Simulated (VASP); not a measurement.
Crystal: Mg2GeN3.

```
Mg Ge N
1.0
     2.19636    1.26807    6.11607
    -2.19636    1.26807    6.11607
     0.00000   -2.53614    6.11607
Mg Ge N
2 1 3
Direct
  0.10899 0.10899 0.10899
  0.89101 0.89101 0.89101
  0.00000 0.00000 0.00000
  0.35438 0.35438 0.35438
  0.64562 0.64562 0.64562
  0.50000 0.50000 0.50000
```

```yaml
Program: VASP 6.6.1
Task: relaxation of cell and atoms
Functional: PBE
Potentials_or_basis: VASP PAW PBE potentials, release 64 (Mg, Ge_d, N)
Cutoff: 600 eV
k_mesh: 4 × 4 × 4
Occupations: gaussian, width 0.2 eV
Spin: no spin polarisation
```

At the start: pressure -0.3 GPa; volume 17.03 Å³/atom.

Question: How do energy, volume and symmetry change on relaxing?

Answer: Over 24 steps the energy falls by 2365.1 meV/atom and the volume is 10.43 Å³/atom (-38.8 %); space group R-3m (No. 166, to 0.05 Å).

The path:
| step | energy change (eV) | largest force (eV/Å) | pressure (GPa) | volume (Å³) |
| --- | --- | --- | --- | --- |
| 1 | 0.0000 | 8.9105 | -0.32 | 102.20 |
| 2 | -7.8980 | 1.7038 | -15.37 | 97.25 |
| 3 | -8.2529 | 2.3291 | -13.75 | 95.89 |
| 4 | -8.4738 | 3.8605 | -7.91 | 92.76 |
| 5 | -8.4702 | 3.2582 | -10.44 | 93.98 |
| 6 | -10.9138 | 3.7462 | 1.35 | 79.30 |
| 7 | -11.2731 | 4.4768 | 14.58 | 72.24 |
| 8 | -12.2519 | 2.8882 | 8.18 | 70.81 |
| 9 | -12.3644 | 2.4728 | 5.69 | 70.24 |
| 10 | -12.3705 | 1.8299 | 0.49 | 69.06 |
| 11 | -12.4057 | 2.1572 | 3.04 | 69.67 |
| 12 | -13.0312 | 1.5017 | -2.29 | 70.41 |
| 13 | -13.6423 | 0.6689 | -11.01 | 71.82 |
| 14 | -13.9246 | 0.8172 | -5.41 | 67.37 |
| 15 | -13.9904 | 0.7584 | 2.03 | 63.44 |
| 16 | -13.9951 | 0.7865 | 0.57 | 64.15 |
| 17 | -14.0924 | 0.5825 | 0.77 | 63.31 |
| 18 | -14.1534 | 0.4002 | 1.67 | 61.86 |
| 19 | -14.1539 | 0.3403 | 1.68 | 61.98 |
| 20 | -14.1766 | 0.2572 | -0.43 | 62.77 |
| 21 | -14.1811 | 0.1965 | -1.82 | 63.33 |
| 22 | -14.1894 | 0.0913 | -0.10 | 62.68 |
| 23 | -14.1894 | 0.0867 | -0.11 | 62.69 |
| 24 | -14.1906 | 0.0544 | 0.06 | 62.58 |

Final structure:
```yaml
crystal:
  lattice:
    - [1.51123, 0.87251, 7.90982]
    - [-1.51123, 0.87251, 7.90982]
    - [0.00000, -1.74502, 7.90982]
  atoms:
    - { symbol: Mg, position: [0.11519, 0.11519, 0.11519] }
    - { symbol: Mg, position: [0.88481, 0.88481, 0.88481] }
    - { symbol: Ge, position: [0.00000, 0.00000, 0.00000] }
    - { symbol: N, position: [0.37945, 0.37945, 0.37945] }
    - { symbol: N, position: [0.62055, 0.62055, 0.62055] }
    - { symbol: N, position: [0.50000, 0.50000, 0.50000] }
```

Caveat: the k points lie up to 0.60 Å⁻¹ apart in the final cell; the volume moved by over 15 % at a fixed basis, so the end points are rough; the relaxation stopped at a loose force limit of 0.08 eV/Å, so its end isn't a converged minimum.
